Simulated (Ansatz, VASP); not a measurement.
SnO: VASP beside Ansatz

```
Sn O
1.0
     3.50320    0.00000    0.00000
     0.00000    3.50320    0.00000
     0.00000    0.00000    4.46910
Sn O
2 2
Direct
  0.00000 0.50000 0.24575
  0.50000 0.00000 0.75425
  0.00000 0.00000 0.00000
  0.50000 0.50000 0.00000
```

Alike in both runs: task single point; functional LDA; k mesh 10 × 10 × 8; occupations gaussian, width 0.15 eV; no spin polarisation.

|  | VASP | Ansatz |
| --- | --- | --- |
| version | VASP 6.6.1 | Ansatz 0.2.0 |
| potentials or method | VASP PAW LDA potentials, release 64 (Sn_d, O), cutoff 520 eV | scalar-relativistic, plane waves, PAW |
| valence electrons in the cell | 40 | 40 |

Ansatz gave:

| Quantity | Value |
| --- | --- |
| gap on the k mesh at the Fermi level (eV) | none |
| rms of the force components (eV/Å) | 1.401 |

What did VASP give for the same quantities?

gap on the k mesh at the Fermi level (eV): none; rms of the force components (eV/Å): 1.479.

LDA's correlation is that of Perdew and Zunger in VASP and of Perdew and Wang (1992) in Ansatz. Atom by atom the forces differ by 0.078 eV/Å (rms over components). A gap of «none» marks a metal or a gap that the smearing closes.
